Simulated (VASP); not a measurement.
# P (Cmce) in VASP: single point with PBE

Aim: the single point of P with PBE.

Everything below comes from runs of VASP 6.6.1. Logs are shortened: lines on timing, memory, paths and dates and some standing lists are left out, and cuts for length are marked.

**1. The cell of the first run**

The structure is orthorhombic, space group Cmce (No. 64). Conventional cell: a = 3.316 Å, b = 10.484 Å, c = 4.379 Å, α = 90.00°, β = 90.00°, γ = 90.00°. P (site symmetry m) has 3 P at 2.22 to 2.24 Å within 2.9 Å.

**2. Single point, PBE**

File INCAR:

```
SYSTEM = P
ALGO = Normal
EDIFF = 1E-6
ENCUT = 520
GGA = PE
ISIF = 2
ISMEAR = 0
LASPH = .TRUE.
LCHARG = .FALSE.
LREAL = .FALSE.
LWAVE = .FALSE.
NBANDS = 18
NELM = 100
PREC = Accurate
SIGMA = 0.01
```

File KPOINTS:

```
k-points
0
G
  6 6 6
  0 0 0
```

File POSCAR:

```
P
1.0
    1.6582000000     -5.2420000000      0.0000000000
    1.6582000000      5.2420000000      0.0000000000
    0.0000000000      0.0000000000      4.3793000000
P
4
Direct
    0.8983800000      0.1016200000      0.0806800000
    0.6016200000      0.3983800000      0.5806800000
    0.1016200000      0.8983800000      0.9193200000
    0.3983800000      0.6016200000      0.4193200000
```

Potentials or basis: VASP PAW PBE potentials, release 64 (P).

Launch:

```
$ cat potpaw_PBE.64/P/POTCAR > POTCAR
$ mpirun -np 1 vasp_std > vasp.out
```

OUTCAR:

```text
SYSTEM = P
   EDIFF = 1E-6
   ENCUT = 520
   GGA = PE
   ISIF = 2
   ISMEAR = 0
   LASPH = .TRUE.
   LREAL = .FALSE.
   NELM = 100
   PREC = Accurate

 ion  position               nearest neighbor table
   1  0.898  0.102  0.081-   4 2.22   4 2.22   3 2.24
   2  0.602  0.398  0.581-   3 2.22   3 2.22   4 2.24
   3  0.102  0.898  0.919-   2 2.22   2 2.22   1 2.24
   4  0.398  0.602  0.419-   1 2.22   1 2.22   2 2.24

  LATTYP: Found a base centered orthorhombic cell.
 ALAT       =     3.3164000000
 B/A-ratio  =     3.1612591967
 C/A-ratio  =     1.3204981305

  Lattice vectors:

 A1 = (   1.6582000000,  -5.2420000000,   0.0000000000)
 A2 = (   1.6582000000,   5.2420000000,   0.0000000000)
 A3 = (   0.0000000000,   0.0000000000,   4.3793000000)

Analysis of symmetry for initial positions (statically):
=====================================================================
 Subroutine PRICEL returns:
 Original cell was already a primitive cell.

 Routine SETGRP: Setting up the symmetry group for a
 base centered orthorhombic supercell.

 Subroutine GETGRP returns: Found  8 space group operations
 (whereof  4 operations were pure point group operations)
 out of a pool of  8 trial point group operations.

The static configuration has the point symmetry C_2h.
 The point group associated with its full space group is D_2h.

Analysis of symmetry for dynamics (positions and initial velocities):
=====================================================================
 Subroutine PRICEL returns:
 Original cell was already a primitive cell.

 Routine SETGRP: Setting up the symmetry group for a
 base centered orthorhombic supercell.

 Subroutine GETGRP returns: Found  8 space group operations
 (whereof  4 operations were pure point group operations)
 out of a pool of  8 trial point group operations.

The dynamic configuration has the point symmetry C_2h.
 The point group associated with its full space group is D_2h.

 Subroutine INISYM returns: Found  8 space group operations
 (whereof  4 operations are pure point group operations),
 and found     1 'primitive' translations

----------------------------------------------------------------------------------------

                                     Primitive cell

  volume of cell :      76.1322

  direct lattice vectors                    reciprocal lattice vectors
     1.658200000 -5.242000000  0.000000000     0.301531781 -0.095383441  0.000000000
     1.658200000  5.242000000  0.000000000     0.301531781  0.095383441  0.000000000
     0.000000000  0.000000000  4.379300000     0.000000000  0.000000000  0.228346996

  length of vectors
     5.498017028  5.498017028  4.379300000     0.316258464  0.316258464  0.228346996

  position of ions in fractional coordinates (direct lattice)
     0.898380000  0.101620000  0.080680000
     0.601620000  0.398380000  0.580680000
     0.101620000  0.898380000  0.919320000
     0.398380000  0.601620000  0.419320000

  ion indices of the primitive-cell ions
   primitive index   ion index
                 1           1
                 2           2
                 3           3
                 4           4

----------------------------------------------------------------------------------------

 KPOINTS: k-points

Automatic generation of k-mesh.
 Grid dimensions read from file:
 generate k-points for:    6    6    6

 Generating k-lattice:

  Cartesian coordinates                     Fractional coordinates (reciprocal lattice)
     0.050255297 -0.015897240  0.000000000     0.166666667  0.000000000  0.000000000
     0.050255297  0.015897240  0.000000000     0.000000000  0.166666667  0.000000000
     0.000000000  0.000000000  0.038057833     0.000000000  0.000000000  0.166666667

  Length of vectors
     0.052709744  0.052709744  0.038057833

  Shift w.r.t. Gamma in fractional coordinates (k-lattice)
     0.000000000  0.000000000  0.000000000

 Subroutine IBZKPT returns following result:
 ===========================================

 Found     52 irreducible k-points:

 Following reciprocal coordinates:
            Coordinates               Weight
  0.000000  0.000000  0.000000      1.000000
  0.166667 -0.000000  0.000000      4.000000
  0.333333 -0.000000  0.000000      4.000000
  0.500000 -0.000000  0.000000      2.000000
  0.166667  0.166667  0.000000      2.000000
  0.333333  0.166667  0.000000      4.000000
[... 16 lines left out ...]
  0.333333  0.333333  0.166667      4.000000
  0.500000  0.333333  0.166667      8.000000
 [... further k-points ...]
   k-points           NKPTS =     52   k-points in BZ     NKDIM =     52   number of bands    NBANDS=     18
   number of dos      NEDOS =    301   number of ions     NIONS =      4
   total plane-waves  NPLWV =  63504
   dimension x,y,z NGX =    42 NGY =   42 NGZ =   36
   dimension x,y,z NGXF=    84 NGYF=   84 NGZF=   72
   ions per type =               4
   NGX,Y,Z   is equivalent  to a cutoff of  12.70, 12.70, 13.67 a.u.
   NGXF,Y,Z  is equivalent  to a cutoff of  25.40, 25.40, 27.33 a.u.
 SYSTEM =  P
   PREC   = accura    normal or accurate (medium, high low for compatibility)
   ISTART =      0    job   : 0-new  1-cont  2-samecut
   ICHARG =      2    charge: 1-file 2-atom 10-const
   ISPIN  =      1    spin polarized calculation?
   LNONCOLLINEAR =      F non collinear calculations
   LSORBIT =      F    spin-orbit coupling
   LASPH  =      T    aspherical Exc in radial PAW
   ENCUT  =  520.0 eV  38.22 Ry    6.18 a.u.  10.22 10.22  8.14*2*pi/ulx,y,z
   NELM   =    100;   NELMIN=  2; NELMDL= -5     # of ELM steps
   EDIFF  = 0.1E-05   stopping-criterion for ELM
   LREAL  =      F    real-space projection
   EDIFFG = 0.1E-04   stopping-criterion for IOM
   NSW    =      0    number of steps for IOM
   IBRION =     -1    ionic relax: 0-MD 1-quasi-New 2-CG
   NFREE  =      0    steps in history (QN), initial steepest desc. (CG)
   ISIF   =      2    stress and relaxation
   ISYM   =      2    0-nonsym 1-usesym 2-fastsym
   POTIM  = 0.5000    time-step for ionic-motion
   TEBEG  =    0.0;   TEEND  =   0.0 temperature during run
   PSTRESS=    0.0 pullay stress
   NELECT =      20.0000    total number of electrons
   NUPDOWN=      -1.0000    fix difference up-down
   EMIN   =  10.00;   EMAX   =-10.00  energy-range for DOS
   EFERMI =   0.00;   METHOD = LEGACY
   ISMEAR =     0;   SIGMA  =   0.01  broadening in eV -4-tet -1-fermi 0-gaus
   EFERMI_NEDOS =   21; number of points for ismear=-14 and -15
   IALGO  =     38    algorithm
   IMIX   =      4    mixing-type and parameters
     AMIX     =   0.40;   BMIX     =  1.00
     AMIX_MAG =   1.60;   BMIX_MAG =  1.00
  volume/ion in A,a.u.               =      19.03       128.44
  Fermi-wavevector in a.u.,A,eV,Ry     =   1.048484  1.981348 14.957149  1.099319
  Thomas-Fermi vector in A             =   2.183408
   LORBIT       =      0    0 simple, 1 ext, 2 COOP (PROOUT), +10 PAW based schemes
   GGA     = PE    functional components
   LHFCALC =     F    Hartree Fock is set to
   AEXX    =    0.0000 exact exchange contribution
   IVDW    =     0    specifies the selected vdW correction
   LEPSILON=     F    determine dielectric tensor
   LRPA    =     F    only Hartree local field effects (RPA)
 non-spin polarized calculation
 Gauss-broadening in eV      SIGMA  =   0.01
  energy-cutoff  :      520.00
  volume of cell :       76.13
 maximum number of plane-waves:      2064
 NGX is ok and might be reduce to    42
   NGX = 21   NGY = 21   NGZ = 17

 number of electron      19.9999999 magnetization

 Free energy of the ion-electron system (eV)
  ---------------------------------------------------
  ext. energy  EPLUGINS =         0.00000000
  ---------------------------------------------------
  free energy    TOTEN  =       -21.46054394 eV

  energy without entropy =      -21.46054394  energy(sigma->0) =      -21.46054394

 E-fermi :   6.6215     XC(G=0):  -9.8467

 val. band max:        6.5713784532   @ k =   0.5000   0.5000   0.0000
 cond. band min:       6.7010144174   @ k =   0.5000   0.1667   0.0000
 fundamental gap:      0.1296359642
 Fermi energy:         6.6214626209

 k-point     1 :       0.0000    0.0000    0.0000
  band No.  band energies     occupation
      1      -9.2369      2.00000
      2      -6.1974      2.00000
      3      -2.9609      2.00000
      4      -0.3693      2.00000
      5       1.6555      2.00000
      6       1.9243      2.00000
[... 10 lines left out ...]
     17      13.8019      0.00000
     18      14.0005      0.00000

 k-point     2 :       0.1667   -0.0000    0.0000
  band No.  band energies     occupation
      1      -8.8941      2.00000
      2      -5.8960      2.00000
      3      -3.2089      2.00000
      4      -0.0447      2.00000
      5       0.8986      2.00000
      6       1.3658      2.00000
[... 10 lines left out ...]
     17      11.7189      0.00000
     18      13.6225      0.00000

 k-point     3 :       0.3333   -0.0000    0.0000
  band No.  band energies     occupation
      1      -7.8878      2.00000
      2      -4.9883      2.00000
      3      -4.4577      2.00000
      4      -1.4018      2.00000
      5       0.7812      2.00000
      6       0.8115      2.00000
[... 10 lines left out ...]
     17      13.4120      0.00000
     18      13.5155      0.00000

 k-point     4 :       0.5000   -0.0000    0.0000
  band No.  band energies     occupation
      1      -6.3090      2.00000
      2      -6.3090      2.00000
      3      -3.4745      2.00000
      4      -3.4745      2.00000
      5       1.2870      2.00000
      6       1.2870      2.00000
[... 10 lines left out ...]
     17      13.2002      0.00000
     18      13.2002      0.00000

 k-point     5 :       0.1667    0.1667    0.0000
  band No.  band energies     occupation
      1      -7.9367      2.00000
      2      -4.8486      2.00000
      3      -4.4280      2.00000
      4      -1.5030      2.00000
      5       0.6512      2.00000
      6       0.7719      2.00000
[... 10 lines left out ...]
     17      13.1056      0.00000
     18      14.4446      0.00000

 k-point     6 :       0.3333    0.1667    0.0000
  band No.  band energies     occupation
      1      -6.3867      2.00000
      2      -6.2221      2.00000
      3      -3.7001      2.00000
      4      -3.2441      2.00000
      5       1.1789      2.00000
      6       1.3710      2.00000
[... 10 lines left out ...]
     17      13.0406      0.00000
     18      13.6294      0.00000

 k-point     7 :       0.5000    0.1667    0.0000
  band No.  band energies     occupation
      1      -7.7792      2.00000
      2      -5.2647      2.00000
      3      -4.5136      2.00000
      4      -1.1836      2.00000
      5       0.7784      2.00000
      6       1.1840      2.00000
[... 10 lines left out ...]
     17      13.1231      0.00000
     18      13.4412      0.00000

 k-point     8 :      -0.3333    0.1667    0.0000
  band No.  band energies     occupation
      1      -8.8015      2.00000
      2      -6.1407      2.00000
      3      -3.1849      2.00000
      4       0.2758      2.00000
      5       0.8177      2.00000
      6       1.3848      2.00000
[... 10 lines left out ...]
     17      11.9455      0.00000
     18      12.2442      0.00000
[... 229 lines left out ...]
     17      12.8074      0.00000
     18      13.4949      0.00000

 k-point    20 :       0.5000    0.1667    0.1667
  band No.  band energies     occupation
      1      -7.6375      2.00000
      2      -5.4906      2.00000
      3      -4.2561      2.00000
      4      -1.4190      2.00000
      5       0.1512      2.00000
      6       1.1663      2.00000
[... 10 lines left out ...]
     17      12.7422      0.00000
     18      13.6664      0.00000

 k-point    21 :      -0.3333    0.1667    0.1667
  band No.  band energies     occupation
      1      -8.6477      2.00000
      2      -6.2958      2.00000
      3      -3.2608      2.00000
      4      -0.3673      2.00000
      5       0.8680      2.00000
      6       1.3423      2.00000
[... 10 lines left out ...]
     17      12.4115      0.00000
     18      13.1192      0.00000

 k-point    22 :      -0.1667    0.1667    0.1667
  band No.  band energies     occupation
      1      -9.0274      2.00000
      2      -6.5240      2.00000
      3      -3.0969      2.00000
      4      -0.4102      2.00000
      5       1.1728      2.00000
      6       2.3648      2.00000
[... 10 lines left out ...]
     17      13.0934      0.00000
     18      14.2025      0.00000

 k-point    23 :       0.3333    0.3333    0.1667
  band No.  band energies     occupation
      1      -7.5790      2.00000
      2      -5.5765      2.00000
      3      -4.3187      2.00000
      4      -1.3434      2.00000
      5       0.1030      2.00000
      6       1.1896      2.00000
[... 10 lines left out ...]
     17      12.2652      0.00000
     18      13.7131      0.00000

 k-point    24 :       0.5000    0.3333    0.1667
  band No.  band energies     occupation
      1      -8.5454      2.00000
      2      -6.4762      2.00000
      3      -3.3116      2.00000
      4      -0.4650      2.00000
      5       0.7228      2.00000
      6       1.8226      2.00000
[... 10 lines left out ...]
     17      12.1062      0.00000
     18      12.7240      0.00000

 [... further k-points ...]
[... 5 lines left out ...]
  --------------------------------------------------------------------------------------
  -------------------------------------------------------------------------------------
  Total        0.6947220      1.1506329      0.6661615      0.0000000      0.0000000      0.0000000
  in kB       14.6201905     24.2146807     14.0191429      0.0000000      0.0000000      0.0000000
  external PRESSURE =      17.6180047 kB  Pullay stress =       0.0000000 kB

 VOLUME and BASIS-vectors are now :
 -----------------------------------------------------------------------------
  energy-cutoff  :      520.00
  volume of cell :       76.13
      direct lattice vectors                 reciprocal lattice vectors
     1.658200000 -5.242000000  0.000000000     0.301531781 -0.095383441  0.000000000
     1.658200000  5.242000000  0.000000000     0.301531781  0.095383441  0.000000000
     0.000000000  0.000000000  4.379300000     0.000000000  0.000000000  0.228346996

 POSITION                                       TOTAL-FORCE (eV/Angst)
 -----------------------------------------------------------------------------------
      1.65820     -4.17662      0.35332         0.000000      0.062307     -0.005742
      1.65820     -1.06538      2.54297         0.000000     -0.062307     -0.005742
      1.65820      4.17662      4.02598         0.000000     -0.062307      0.005742
      1.65820      1.06538      1.83633         0.000000      0.062307      0.005742
 -----------------------------------------------------------------------------------
    total drift:                                0.000000     -0.000000     -0.000000

  FREE ENERGIE OF THE ION-ELECTRON SYSTEM (eV)
  ---------------------------------------------------
  free  energy   TOTEN  =       -21.4605439428 eV

  energy  without entropy=      -21.4605439428  energy(sigma->0) =      -21.46054394
```

It took 53 s on 1 thread of AMD EPYC 9R45 (Zen 5), shared host; peak memory 0.21 GiB.

What came out:

```yaml
Free_energy: -21.4605 eV
Pressure: 1.8 GPa
Largest_force: 0.063 eV/Å
Band_gap_on_the_k_mesh: 0.13 eV, indirect (least direct gap 0.29 eV)
```

Forces in eV/Å, atoms in the order of the input:
```
P    0.000  0.062 -0.006
P    0.000 -0.062 -0.006
P    0.000 -0.062  0.006
P    0.000  0.062  0.006
```

Stress tensor (GPa, compression positive):
```
1.46 0.00 0.00
0.00 2.42 0.00
0.00 0.00 1.40
```

Levels at points of the mesh, in eV from the valence-band top:
```csv
k point,band 7,band 8,band 9,band 10,band 11,band 12,band 13,band 14
"(0.00, 0.00, 0.00)",-4.01,-2.81,-2.53,-1.35,0.78,1.15,1.92,3.04
"(0.50, 0.00, 0.00)",-3.31,-3.31,-2.65,-2.65,0.82,0.82,1.23,1.23
"(0.50, 0.50, 0.00)",-4.19,-2.22,-1.58,0.00,0.29,0.72,2.28,2.85
"(0.00, 0.00, 0.50)",-3.14,-3.14,-1.29,-1.29,1.46,1.46,2.60,2.60
"(0.50, 0.00, 0.50)",-5.54,-5.54,-1.92,-1.92,1.71,1.71,3.94,3.94
"(0.50, 0.50, 0.50)",-2.56,-2.56,-1.61,-1.61,1.43,1.43,2.61,2.61
```
